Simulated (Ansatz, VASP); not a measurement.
## One calculation of N, two programs

Contents of INCAR:

```
SYSTEM = N
PREC = Accurate ; ENCUT = 520
EDIFF = 1E-8 ; ISMEAR = -1
SIGMA = 0.05 ; LREAL = .FALSE.
LASPH = .TRUE. ; NELM = 100
ALGO = Normal ; ISIF = 2
LWAVE = .FALSE. ; LCHARG = .FALSE.
GGA = PE ; LEFG = .TRUE.
NBANDS = 8
```

KPOINTS

```
Automatic mesh
0
G
  20 20 20
  0 0 0
```

Contents of POSCAR:

```
N
1.0
    0.0000000000      1.5340232491      1.5340232491
    1.5340232491      0.0000000000      1.5340232491
    1.5340232491      1.5340232491      0.0000000000
N
1
Direct
    0.0000000000      0.0000000000      0.0000000000
```

Input for Ansatz:

```yaml
crystal:
  lattice:
    - [0.0, 1.5340232491, 1.5340232491]
    - [1.5340232491, 0.0, 1.5340232491]
    - [1.5340232491, 1.5340232491, 0.0]
  atoms:
    - { symbol: "N", position: [0.0, 0.0, 0.0] }
kpoints:
  mp_grid: { grid: [20, 20, 20] }
scf:
  occupations: { method: fermi_dirac, width: 0.05 }
hamiltonian:
  xc: pbe
  pseudopotentials: { kind: paw }
output:
  forces: true
  stress: true
  eigenvalues: true
  efg: { contact_densities: true }
```

Change from the starting cell: volume scaled by 0.95, PAW files.

Alike in both runs: task electric field gradients; functional PBE; k mesh 20 × 20 × 20; occupations fermi-dirac, width 0.05 eV; no spin polarisation.

|  | VASP | Ansatz |
| --- | --- | --- |
| version | VASP 6.6.1 | Ansatz 0.2.0 |
| potentials or method | VASP PAW PBE potentials, release 64 (N) | PAW with Ansatz's default frozen-core files, scalar-relativistic |
| plane-wave cutoff (eV) | 520 | 420 |
| valence electrons in the cell | 5 | 5 |

Ansatz gave:

```
pressure (GPa) : 9.9
```

Problem. Estimate VASP's values.

Solution. Pressure (GPa): 9.7.
